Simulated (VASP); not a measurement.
Crystal: Ge.

```xyz
4
Lattice="-3.3492 3.3492 1.9781 3.3492 -3.3492 1.9781 3.3492 3.3492 -1.9781" Properties=species:S:1:pos:R:3 pbc="T T T"
Ge    1.2215    1.2215    1.9781
Ge    2.1277    2.1277    0.0000
Ge    1.2215   -1.2215    1.9781
Ge   -1.2215    1.2215    1.9781
```

The cell was built from a structure type or drawn by symmetry, and may not be a known phase.

```yaml
Program: VASP 6.6.1
Task: relaxation of cell and atoms
Functional: PBE
Potentials_or_basis: VASP PAW PBE potentials, release 64 (Ge_d)
Cutoff: 600 eV
k_mesh: 6 × 6 × 6
Occupations: gaussian, width 0.1 eV
Spin: no spin polarisation
```

At the start: pressure 9.3 GPa; volume 22.19 Å³/atom.

Q: How do energy, volume and symmetry change on relaxing?

A: Over 9 steps the energy falls by 87.5 meV/atom and the volume is 25.30 Å³/atom (+14.0 %); space group I4/mmm (No. 139, to 0.1 Å) before and after.

The path:
```
step  energy change (eV)  largest force (eV/Å)  pressure (GPa)  volume (Å³)
   1              0.0000                0.5405            9.33        88.76
   2             -0.2847                0.0828           -2.39       106.39
   3             -0.3332                0.0352            0.17       100.75
   4             -0.3332                0.0284            0.04       101.00
   5             -0.3422                0.1467           -0.18       101.46
   6             -0.3439                0.2083           -0.34       101.73
   7             -0.3495                0.0805           -0.07       101.35
   8             -0.3500                0.0202            0.09       101.19
   9             -0.3500                0.0286            0.03       101.21
```

Final structure:
```
CELL_PARAMETERS angstrom
-3.52432 3.52432 2.03705
3.52432 -3.52432 2.03705
3.52432 3.52432 -2.03705
ATOMIC_POSITIONS crystal
Ge 0.67876 0.67876 0.35753
Ge 0.32124 0.32124 0.64247
Ge 0.32124 0.67876 0.00000
Ge 0.67876 0.32124 0.00000
```
